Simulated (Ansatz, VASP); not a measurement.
## One calculation of Cr2O3, two programs

Contents of INCAR:

```
PREC = Accurate
ENCUT = 520
EDIFF = 1E-6
ISMEAR = 0
SIGMA = 0.01
LREAL = False
LASPH = True
NELM = 150
ALGO = Normal
ISIF = 2
LWAVE = False
LCHARG = False
ISPIN = 2
MAGMOM = 3 -3 3 -3 0 0 0 0 0 0
LORBIT = 11
LMAXMIX = 4
GGA = PE
NBANDS = 57
```

Contents of KPOINTS:

```
Automatic mesh
0
Gamma
  4 4 4
```

The input POSCAR:

```
Cr2O3
1.0
    2.4795000000      1.4315399925      4.5313333333
   -2.4795000000      1.4315399925      4.5313333333
    0.0000000000     -2.8630799849      4.5313333333
Cr O
4 6
Direct
    0.3477000000      0.3477000000      0.3477000000
    0.1523000000      0.1523000000      0.1523000000
    0.8477000000      0.8477000000      0.8477000000
    0.6523000000      0.6523000000      0.6523000000
    0.5551000000      0.9449000000      0.2500000000
    0.2500000000      0.5551000000      0.9449000000
    0.9449000000      0.2500000000      0.5551000000
    0.4449000000      0.0551000000      0.7500000000
    0.7500000000      0.4449000000      0.0551000000
    0.0551000000      0.7500000000      0.4449000000
```

Input for Ansatz:

```yaml
crystal:
  lattice:
    - [2.4795, 1.431539992456, 4.531333333333]
    - [-2.4795, 1.431539992456, 4.531333333333]
    - [0, -2.863079984911, 4.531333333333]
  atoms:
    - { symbol: Cr, position: [0.3477, 0.3477, 0.3477], spin: 3 }
    - { symbol: Cr, position: [0.1523, 0.1523, 0.1523], spin: -3 }
    - { symbol: Cr, position: [0.8477, 0.8477, 0.8477], spin: 3 }
    - { symbol: Cr, position: [0.6523, 0.6523, 0.6523], spin: -3 }
    - { symbol: O, position: [0.5551, 0.9449, 0.25] }
    - { symbol: O, position: [0.25, 0.5551, 0.9449] }
    - { symbol: O, position: [0.9449, 0.25, 0.5551] }
    - { symbol: O, position: [0.4449, 0.0551, 0.75] }
    - { symbol: O, position: [0.75, 0.4449, 0.0551] }
    - { symbol: O, position: [0.0551, 0.75, 0.4449] }
kpoints:
  mp_grid: { grid: [4, 4, 4] }
hamiltonian:
  xc: pbe
  pseudopotentials:
    kind: paw
    azcp:
      Cr: "pseudopotentials/pbe/paw/ansatz_paw_generated_hard_1/Cr.paw.azcp"
      O: "pseudopotentials/pbe/paw/ansatz_paw_generated_hard_1/O.paw.azcp"
scf:
  occupations: { method: fixed }
  convergence: { dr2_threshold: "1e-9 eV" }
  max_iter: 300
output:
  forces: true
  stress: true
  eigenvalues: true
magnetization:
  spin_polarized: true
```

Alike in both runs: task single point; functional PBE; k mesh 4 × 4 × 4; collinear spin.

|  | VASP | Ansatz |
| --- | --- | --- |
| version | VASP 6.6.1 | Ansatz 0.2.0 development build |
| potentials or method | VASP PAW PBE potentials, release 64 (Cr_pv, O) | plane waves, PAW datasets (generated hard set |
| plane-wave cutoff (eV) | 520 | 700 |
| occupations | gaussian, width 0.01 eV | fixed |
| valence electrons in the cell | 84 | 92 |

|  | VASP | Ansatz | Ansatz less VASP |
| --- | --- | --- | --- |
| gap on the k mesh at the Fermi level (eV) | 1.64 | 1.66 | +0.020 |
| rms of the force components (eV/Å) | 0.145 | 0.145 | -0.0001 |
| size of the moment on the site where the two differ most (μB) | 2.65 | 2.24 | -0.411 |

Site moments also hang on the region over which each program counts them. Atom by atom the forces differ by 0.009 eV/Å (rms over components). VASP's potentials hold 84 valence electrons a cell and Ansatz's 92, so a difference there can come from the potentials and not from the codes.
